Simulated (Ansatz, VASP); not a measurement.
# One calculation of PbSe2, two programs

```
Pb Se
1.0
     6.85002    0.00000    0.00000
    -3.42501    5.93229    0.00000
     0.00000    0.00000   13.99116
Pb Se
4 8
Cartesian
  3.4250 1.9774 13.1103
  3.4250 1.9774 7.8765
  0.0000 3.9549 0.8809
  0.0000 3.9549 6.1147
  -0.9038 1.5655 0.0000
  0.9038 1.5655 6.9956
  5.0423 0.0000 6.9956
  2.5212 4.3668 0.0000
  -2.5212 4.3668 6.9956
  3.4250 1.9774 10.4934
  0.0000 3.9549 3.4978
  1.8077 0.0000 0.0000
```

Alike in both runs: functional r2SCAN; k mesh 3 × 3 × 2; occupations gaussian, width 0.1 eV; no spin polarisation.

Ansatz relaxed the structure, and its values are those at the end. VASP's run is a single point on that final structure, the one shown.

```csv
,VASP,Ansatz
version,VASP 6.6.1,Ansatz 0.2.0
potentials or method,"VASP PAW PBE potentials, release 64 (Pb_d, Se), cutoff 520 eV","scalar-relativistic, plane waves, PAW"
valence electrons in the cell,104,184
```

```csv
,VASP,Ansatz,Ansatz less VASP
gap on the k mesh at the Fermi level (eV),none,none,-
pressure (GPa),-0.1,-0.1,0.00
rms of the force components (eV/Å),0.022,0.018,-0.0046
```

VASP's potentials were made for PBE, not for r2SCAN. A gap of «none» marks a metal or a gap that the smearing closes. With one functional, cell and mesh, what is left measures potentials, basis and numerics. VASP's potentials hold 104 valence electrons a cell and Ansatz's 184, so a difference there can come from the potentials and not from the codes.

Spin-orbit coupling is off throughout.
